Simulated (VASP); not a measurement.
Wanted: the native input for a VASP 6.6.1 run.

```yaml
Task: relaxation of shape and atoms at fixed volume
Functional: PBEsol
Potentials_or_basis: VASP PAW PBE potentials, release 64 (Y_sv)
Cutoff: 600 eV
k_mesh: 12 × 12 × 8
Occupations: gaussian, width 0.1 eV
Spin: no spin polarisation
Dipole_correction: no
Further_INCAR_settings: ALGO = Fast; EDIFF = 1e-07; IBRION = 2; EDIFFG = -0.01; NSW = 50; ISIF = 4
```

The structure of Y lies in POSCAR:

```
Y
1.0
    3.5243268934      0.0000000000      0.0000000000
   -1.7621634467      3.0521566209      0.0000000000
    0.0000000000      0.0000000000      5.4713528077
Y
2
Direct
    0.3333333333      0.6666666667      0.2500000000
    0.6666666667      0.3333333333      0.7500000000
```

These files were run (other wordings do the same):

INCAR

```
ALGO = Fast ; EDIFF = 1E-7
EDIFFG = -0.01 ; ENCUT = 600
GGA = PS ; IBRION = 2
ISIF = 4 ; ISMEAR = 0
LASPH = True ; LCHARG = False
LREAL = False ; LWAVE = False
NELM = 60 ; NSW = 50
PREC = Accurate ; SIGMA = 0.1
```

KPOINTS

```
k-points
0
Gamma
  12 12 8
```

Potentials or basis: VASP PAW PBE potentials, release 64 (Y_sv).

Launch:

```console
$ cat potpaw_PBE.64/Y_sv/POTCAR > POTCAR
$ mpirun -np 1 vasp_std > vasp.out
```

It gave:

```yaml
Energy_gained_by_relaxing: 0.0 meV/atom
Ionic_steps: 2
Pressure_after_relaxing: 2.7 GPa
Band_gap_on_the_k_mesh: zero (bands 11 and 12 overlap by 1.78 eV)
```

Caveat: the PAW data sets were made with another functional, which shifts forces and pressure a little.

Wall time 110 s on 1 thread of AMD EPYC 9R45 96-Core Processor (Zen 5), with other jobs on the host, peak memory 0.24 GiB.
